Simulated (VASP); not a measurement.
Mg:

```
CELL_PARAMETERS angstrom
3.20930 0.00000 0.00000
-1.60465 2.77934 0.00000
0.00000 0.00000 5.21030
ATOMIC_POSITIONS crystal
Mg 0.33333 0.66667 0.25000
Mg 0.66667 0.33333 0.75000
```

| Quantity | Value |
| --- | --- |
| Program | VASP 6.6.1 |
| Task | relaxation of cell and atoms |
| Functional | LDA |
| Potentials or basis | VASP PAW LDA potentials, release 64 (Mg) |
| Cutoff | 600 eV |
| k mesh | 18 × 18 × 10 |
| Occupations | fermi-dirac, width 0.1 eV |
| Spin | no spin polarisation |

At the start: pressure -2.8 GPa; volume 23.24 Å³/atom.

Q: Where does the relaxation end?

A: Over 8 steps the energy falls by 16.4 meV/atom and the volume is 21.46 Å³/atom (-7.7 %); space group P6_3/mmc (No. 194, to 0.1 Å) before and after.

Step by step:
```tsv
step	energy change (eV)	largest force (eV/Å)	pressure (GPa)	volume (Å³)
1	0.0000	0.0000	-2.76	46.47
2	-0.0304	0.0000	-0.83	43.83
3	-0.0328	0.0000	-0.03	42.94
4	-0.0328	0.0000	0.03	42.88
5	-0.0329	0.0000	0.01	42.91
6	-0.0329	0.0000	-0.02	42.94
7	-0.0329	0.0000	-0.01	42.92
8	-0.0329	0.0000	0.00	42.92
```

Final structure:
```cif
data_structure
_symmetry_space_group_name_H-M 'P 1'
_symmetry_Int_Tables_number 1
_cell_length_a 3.1279
_cell_length_b 3.1279
_cell_length_c 5.0652
_cell_angle_alpha 90.000
_cell_angle_beta 90.000
_cell_angle_gamma 120.000
_cell_volume 42.92
loop_
_atom_site_label
_atom_site_type_symbol
_atom_site_fract_x
_atom_site_fract_y
_atom_site_fract_z
_atom_site_occupancy
Mg1 Mg 0.33333 0.66667 0.25000 1
Mg2 Mg 0.66667 0.33333 0.75000 1
```
